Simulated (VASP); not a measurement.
Crystal: BeS.

```xyz
4
Lattice="3.3005 0.0000 0.0000 -1.6502 2.8583 0.0000 0.0000 0.0000 5.2469" Properties=species:S:1:pos:R:3 pbc="T T T"
Be    0.0000    0.0000    0.0000
Be    0.0000    0.0000    2.6235
S     0.0000    1.9055    1.3117
S     1.6502    0.9528    3.9352
```

```yaml
Program: VASP 6.6.1
Task: relaxation of cell and atoms
Functional: LDA
Potentials_or_basis: VASP PAW LDA potentials, release 64 (Be, S)
Cutoff: 600 eV
k_mesh: 12 × 12 × 4
Occupations: fermi-dirac, width 0.02 eV
Spin: no spin polarisation
```

At the start: pressure -5.2 GPa; volume 12.37 Å³/atom.

Where does the relaxation end?

Over 3 steps the energy falls by 9.6 meV/atom and the volume is 11.80 Å³/atom (-4.6 %); space group P6_3/mmc (No. 194, to 0.05 Å).

The path:
| step | energy change (eV) | largest force (eV/Å) | pressure (GPa) | volume (Å³) |
| --- | --- | --- | --- | --- |
| 1 | 0.0000 | 0.0000 | -5.19 | 49.50 |
| 2 | -0.0362 | 0.0000 | 1.38 | 46.68 |
| 3 | -0.0385 | 0.0000 | 0.00 | 47.21 |

Final structure:
```xyz
4
Lattice="3.2481 0.0000 0.0000 -1.6240 2.8129 0.0000 0.0000 0.0000 5.1668" Properties=species:S:1:pos:R:3 pbc="T T T"
Be    0.0000    0.0000    0.0000
Be    0.0000    0.0000    2.5834
S     0.0000    1.8753    1.2917
S     1.6240    0.9376    3.8751
```
